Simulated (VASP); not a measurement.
# TiSi2 in VASP: single point with PBEsol

Aim: the single point of TiSi2 with PBEsol.

Program: VASP 6.6.1. These are calculated values, not measurements. Logs are shortened: lines on timing, memory, paths and dates and some standing lists are left out, and cuts for length are marked.

**1. The cell of the first run**

The typed cell holds 6 atoms: a = 6.900 Å, b = 6.900 Å, c = 3.556 Å, α = 90.00°, β = 90.00°, γ = 150.47°.

**2. Single point, PBEsol**

INCAR

```
SYSTEM = TiSi2
PREC = Accurate
ENCUT = 500
EDIFF = 1E-6
ISMEAR = 0
SIGMA = 0.15
LREAL = .False.
LASPH = .True.
NELM = 120
ALGO = Normal
ISIF = 2
LWAVE = .False.
LCHARG = .False.
GGA = PS
NBANDS = 29
GGA_COMPAT = .False.
```

KPOINTS

```
Automatic mesh
0
Gamma
  10 10 10
  0 0 0
```

POSCAR

```
TiSi2
1.0
    1.7585006682     -6.6725383840      0.0000427071
    1.7586093297      6.6725670146     -0.0000272061
    0.0000156709     -0.0000186230      3.5560047273
Ti Si
2 4
Direct
    0.8975297476      0.1024670375      0.7500123553
    0.1024592026      0.8975365413      0.2499915608
    0.5600491771      0.4399792955      0.7499982576
    0.4399485550      0.5599992804      0.2500091185
    0.2496815565      0.7503220652      0.7499884148
    0.7503317612      0.2496957799      0.2500002930
```

Potentials or basis: VASP PAW PBE potentials, release 64 (Ti_sv, Si).

Started as:

```bash
$ cat potpaw_PBE.64/Ti_sv/POTCAR potpaw_PBE.64/Si/POTCAR > POTCAR
$ mpirun -np 1 vasp_std > vasp.out
```

OUTCAR:

```text
SYSTEM = TiSi2
   PREC = Accurate
   ENCUT = 500
   EDIFF = 1E-6
   ISMEAR = 0
   LREAL = .False.
   LASPH = .True.
   NELM = 120
   ISIF = 2
   GGA = PS

 ion  position               nearest neighbor table
   1  0.898  0.102  0.750-   4 2.56   4 2.56   4 2.56   4 2.56   5 2.64   5 2.64   6 2.65   6 2.65
                             3 2.79   3 2.79
   2  0.102  0.898  0.250-   3 2.56   3 2.56   3 2.56   3 2.56   6 2.64   6 2.64   5 2.65   5 2.65
                             4 2.79   4 2.79
   3  0.560  0.440  0.750-   4 2.39   4 2.39   2 2.56   2 2.56   2 2.56   2 2.56   1 2.79   1 2.79
                             5 3.08   5 3.08   6 3.10   6 3.10
   4  0.440  0.560  0.250-   3 2.39   3 2.39   1 2.56   1 2.56   1 2.56   1 2.56   2 2.79   2 2.79
                             6 3.08   6 3.08   5 3.10   5 3.10
   5  0.250  0.750  0.750-   6 2.50   6 2.50   6 2.50   6 2.50   1 2.64   1 2.64   2 2.65   2 2.65
                             3 3.08   3 3.08   4 3.10   4 3.10
   6  0.750  0.250  0.250-   5 2.50   5 2.50   5 2.50   5 2.50   2 2.64   2 2.64   1 2.65   1 2.65
                             4 3.08   4 3.08   3 3.10   3 3.10

  LATTYP: Found a simple monoclinic cell.
 ALAT       =     3.5171099981
 B/A-ratio  =     1.0110587185
 C/A-ratio  =     1.9619586637
 COS(beta)  =    -0.2548631123

  Lattice vectors:

 A1 = (   3.5171099979,   0.0000286306,   0.0000155010)
 A2 = (   0.0000156709,  -0.0000186230,   3.5560047273)
 A3 = (  -1.7586093297,  -6.6725670146,   0.0000272061)

Analysis of symmetry for initial positions (statically):
=====================================================================
 Subroutine PRICEL returns:
 Original cell was already a primitive cell.

 Routine SETGRP: Setting up the symmetry group for a
 simple monoclinic supercell.

 Subroutine GETGRP returns: Found  1 space group operations
 (whereof  1 operations were pure point group operations)
 out of a pool of  4 trial point group operations.

The static configuration has the point symmetry C_1 .

Analysis of symmetry for dynamics (positions and initial velocities):
=====================================================================
 Subroutine PRICEL returns:
 Original cell was already a primitive cell.

 Routine SETGRP: Setting up the symmetry group for a
 simple monoclinic supercell.

 Subroutine GETGRP returns: Found  1 space group operations
 (whereof  1 operations were pure point group operations)
 out of a pool of  4 trial point group operations.

The dynamic configuration has the point symmetry C_1 .

 Subroutine INISYM returns: Found  1 space group operations
 (whereof  1 operations are pure point group operations),
 and found     1 'primitive' translations

----------------------------------------------------------------------------------------

                                     Primitive cell

  volume of cell :      83.4527

  direct lattice vectors                    reciprocal lattice vectors
     1.758500668 -6.672538384  0.000042707     0.284324956 -0.074936156 -0.000001645
     1.758609330  6.672567015 -0.000027206     0.284323736  0.074931525 -0.000000861
     0.000015671 -0.000018623  3.556004727    -0.000001239  0.000001473  0.281214474

  length of vectors
     6.900369054  6.900424432  3.556004727     0.294034195  0.294031836  0.281214474

  position of ions in fractional coordinates (direct lattice)
     0.897529748  0.102467037  0.750012355
     0.102459203  0.897536541  0.249991561
     0.560049177  0.439979296  0.749998258
     0.439948555  0.559999280  0.250009119
     0.249681557  0.750322065  0.749988415
     0.750331761  0.249695780  0.250000293

  ion indices of the primitive-cell ions
   primitive index   ion index
                 1           1
                 2           2
                 3           3
                 4           4
                 5           5
                 6           6

----------------------------------------------------------------------------------------

 KPOINTS: Automatic mesh

Automatic generation of k-mesh.
 Grid dimensions read from file:
 generate k-points for:   10   10   10

 Generating k-lattice:

  Cartesian coordinates                     Fractional coordinates (reciprocal lattice)
     0.028432496 -0.007493616 -0.000000165     0.100000000 -0.000000000  0.000000000
     0.028432374  0.007493153 -0.000000086    -0.000000000  0.100000000  0.000000000
    -0.000000124  0.000000147  0.028121447     0.000000000  0.000000000  0.100000000

  Length of vectors
     0.029403420  0.029403184  0.028121447

  Shift w.r.t. Gamma in fractional coordinates (k-lattice)
     0.000000000  0.000000000  0.000000000

 Subroutine IBZKPT returns following result:
 ===========================================

 Found    504 irreducible k-points:

 Following reciprocal coordinates:
            Coordinates               Weight
  0.000000  0.000000  0.000000      1.000000
  0.100000 -0.000000  0.000000      2.000000
  0.200000 -0.000000  0.000000      2.000000
  0.300000  0.000000 -0.000000      2.000000
  0.400000 -0.000000  0.000000      2.000000
  0.500000  0.000000  0.000000      1.000000
[... 16 lines left out ...]
 -0.400000  0.200000  0.000000      2.000000
 -0.300000  0.200000 -0.000000      2.000000
 [... further k-points ...]
   k-points           NKPTS =    504   k-points in BZ     NKDIM =    504   number of bands    NBANDS=     29
   number of dos      NEDOS =    301   number of ions     NIONS =      6
   total plane-waves  NPLWV =  70000
   dimension x,y,z NGX =    50 NGY =   50 NGZ =   28
   dimension x,y,z NGXF=   100 NGYF=  100 NGZF=   56
   ions per type =               2   4
   NGX,Y,Z   is equivalent  to a cutoff of  12.05, 12.05, 13.09 a.u.
   NGXF,Y,Z  is equivalent  to a cutoff of  24.09, 24.09, 26.18 a.u.
 SYSTEM =  TiSi2
   PREC   = accura    normal or accurate (medium, high low for compatibility)
   ISTART =      0    job   : 0-new  1-cont  2-samecut
   ICHARG =      2    charge: 1-file 2-atom 10-const
   ISPIN  =      1    spin polarized calculation?
   LNONCOLLINEAR =      F non collinear calculations
   LSORBIT =      F    spin-orbit coupling
   LASPH  =      T    aspherical Exc in radial PAW
   ENCUT  =  500.0 eV  36.75 Ry    6.06 a.u.  12.58 12.58  6.48*2*pi/ulx,y,z
   NELM   =    120;   NELMIN=  2; NELMDL= -5     # of ELM steps
   EDIFF  = 0.1E-05   stopping-criterion for ELM
   LREAL  =      F    real-space projection
   EDIFFG = 0.1E-04   stopping-criterion for IOM
   NSW    =      0    number of steps for IOM
   IBRION =     -1    ionic relax: 0-MD 1-quasi-New 2-CG
   NFREE  =      0    steps in history (QN), initial steepest desc. (CG)
   ISIF   =      2    stress and relaxation
   ISYM   =      2    0-nonsym 1-usesym 2-fastsym
   POTIM  = 0.5000    time-step for ionic-motion
   TEBEG  =    0.0;   TEEND  =   0.0 temperature during run
   PSTRESS=    0.0 pullay stress
   NELECT =      40.0000    total number of electrons
   NUPDOWN=      -1.0000    fix difference up-down
   EMIN   =  10.00;   EMAX   =-10.00  energy-range for DOS
   EFERMI =   0.00;   METHOD = LEGACY
   ISMEAR =     0;   SIGMA  =   0.15  broadening in eV -4-tet -1-fermi 0-gaus
   EFERMI_NEDOS =   21; number of points for ismear=-14 and -15
   IALGO  =     38    algorithm
   IMIX   =      4    mixing-type and parameters
     AMIX     =   0.40;   BMIX     =  1.00
     AMIX_MAG =   1.60;   BMIX_MAG =  1.00
  volume/ion in A,a.u.               =      13.91        93.86
  Fermi-wavevector in a.u.,A,eV,Ry     =   1.281194  2.421105 22.333376  1.641457
  Thomas-Fermi vector in A             =   2.413578
   LORBIT       =      0    0 simple, 1 ext, 2 COOP (PROOUT), +10 PAW based schemes
   GGA     = PS    functional components
   LHFCALC =     F    Hartree Fock is set to
   AEXX    =    0.0000 exact exchange contribution
   IVDW    =     0    specifies the selected vdW correction
   LEPSILON=     F    determine dielectric tensor
   LRPA    =     F    only Hartree local field effects (RPA)
 non-spin polarized calculation
 Gauss-broadening in eV      SIGMA  =   0.15
  energy-cutoff  :      500.00
  volume of cell :       83.45
 maximum number of plane-waves:      2166
   NGX = 25   NGY = 25   NGZ = 13

 number of electron      40.0000009 magnetization

 Free energy of the ion-electron system (eV)
  ---------------------------------------------------
  ext. energy  EPLUGINS =         0.00000000
  ---------------------------------------------------
  free energy    TOTEN  =       -43.70066280 eV

  energy without entropy =      -43.68311783  energy(sigma->0) =      -43.69189031

 E-fermi :  10.7171     XC(G=0): -11.8202

 val. band max:       10.7082650431   @ k =   0.4000  -0.0000   0.0000
 cond. band min:      10.7293111910   @ k =   0.5000   0.5000   0.4000
 fundamental gap:      0.0210461479
 Fermi energy:        10.7171479089

 k-point     1 :       0.0000    0.0000    0.0000
  band No.  band energies     occupation
      1     -45.7984      2.00000
      2     -45.7868      2.00000
      3     -22.2625      2.00000
      4     -22.2246      2.00000
      5     -22.2230      2.00000
      6     -22.2075      2.00000
[... 21 lines left out ...]
     28      13.7710      0.00000
     29      13.9399      0.00000

 k-point     2 :       0.1000   -0.0000    0.0000
  band No.  band energies     occupation
      1     -45.7979      2.00000
      2     -45.7864      2.00000
      3     -22.2611      2.00000
      4     -22.2309      2.00000
      5     -22.2238      2.00000
      6     -22.2147      2.00000
[... 21 lines left out ...]
     28      13.8549      0.00000
     29      13.8970      0.00000

 k-point     3 :       0.2000   -0.0000    0.0000
  band No.  band energies     occupation
      1     -45.7967      2.00000
      2     -45.7853      2.00000
      3     -22.2577      2.00000
      4     -22.2514      2.00000
      5     -22.2334      2.00000
      6     -22.2218      2.00000
[... 638 lines left out ...]
      5     -22.2331      2.00000
      6     -22.2216      2.00000
[... 21 lines left out ...]
     28      13.9257      0.00000
     29      14.7208      0.00000

 k-point    24 :      -0.3000    0.2000   -0.0000
  band No.  band energies     occupation
      1     -45.7979      2.00000
      2     -45.7865      2.00000
      3     -22.2581      2.00000
      4     -22.2312      2.00000
      5     -22.2236      2.00000
      6     -22.2144      2.00000
[... 21 lines left out ...]
     28      14.1771      0.00000
     29      14.6128      0.00000

 [... further k-points ...]
[... 5 lines left out ...]
  --------------------------------------------------------------------------------------
  -------------------------------------------------------------------------------------
  Total        0.0518109      0.0308412      0.0587148     -0.0012780      0.0007328     -0.0006393
  in kB        0.9946984      0.5921093      1.1272443     -0.0245358      0.0140696     -0.0122741
  external PRESSURE =       0.9046840 kB  Pullay stress =       0.0000000 kB

 VOLUME and BASIS-vectors are now :
 -----------------------------------------------------------------------------
  energy-cutoff  :      500.00
  volume of cell :       83.45
      direct lattice vectors                 reciprocal lattice vectors
     1.758500668 -6.672538384  0.000042707     0.284324956 -0.074936156 -0.000001645
     1.758609330  6.672567015 -0.000027206     0.284323736  0.074931525 -0.000000861
     0.000015671 -0.000018623  3.556004727    -0.000001239  0.000001473  0.281214474

 POSITION                                       TOTAL-FORCE (eV/Angst)
 -----------------------------------------------------------------------------------
      1.75852     -5.30510      2.66708        -0.000498     -0.000950     -0.000406
      1.75859      5.30521      0.88895         0.000447     -0.000125      0.000341
      1.75861     -0.80117      2.66701        -0.000578      0.001960     -0.000004
      1.75847      0.80105      0.88904         0.000855     -0.001165     -0.000110
      1.75860      3.34055      2.66695         0.000135      0.001629      0.000329
      1.75858     -3.34051      0.88903        -0.000361     -0.001348     -0.000149
 -----------------------------------------------------------------------------------
    total drift:                               -0.000002     -0.000190     -0.000001

  FREE ENERGIE OF THE ION-ELECTRON SYSTEM (eV)
  ---------------------------------------------------
  free  energy   TOTEN  =       -43.7006627961 eV

  energy  without entropy=      -43.6831178298  energy(sigma->0) =      -43.69189031
```

Wall time 28 min (1 thread of Oxide Virtual Turin-like, shared host); peak memory 0.92 GiB.

What came out:

```
Free energy            : -43.7007 eV
Pressure               : 0.1 GPa
Band gap on the k mesh : zero (bands 20 and 21 overlap by 1.01 eV)
```

Forces in eV/Å, atoms in the order of the input:
```
Ti   0.000 -0.001  0.000
Ti   0.000  0.000  0.000
Si  -0.001  0.002  0.000
Si   0.001 -0.001  0.000
Si   0.000  0.002  0.000
Si   0.000 -0.001  0.000
```

Levels at points of the mesh, in eV from the Fermi level:
| k point | band 18 | band 19 | band 20 | band 21 | band 22 | band 23 |
| --- | --- | --- | --- | --- | --- | --- |
| (0.00, 0.00, 0.00) | -2.04 | -2.01 | 0.44 | 0.82 | 0.82 | 0.89 |
| (0.50, 0.00, 0.00) | -1.37 | -0.66 | -0.59 | -0.57 | 1.22 | 1.51 |
| (0.00, 0.50, 0.00) | -1.37 | -0.66 | -0.59 | -0.57 | 1.22 | 1.51 |
| (0.50, 0.50, 0.00) | -1.91 | -1.18 | 0.36 | 0.64 | 0.68 | 0.92 |
| (0.00, 0.00, 0.50) | -1.66 | -0.03 | -0.03 | 1.02 | 1.02 | 1.53 |
| (0.50, 0.00, 0.50) | -3.17 | -2.51 | -2.51 | 1.78 | 1.78 | 1.90 |
| (0.00, 0.50, 0.50) | -3.17 | -2.51 | -2.51 | 1.78 | 1.78 | 1.90 |
| (0.50, 0.50, 0.50) | -2.11 | -0.90 | -0.90 | 0.55 | 0.55 | 1.67 |

Caveat: the PAW data sets were made with another functional, which shifts forces and pressure a little.

The gap in the log of VASP goes by the Fermi energy; the results here count the filled bands.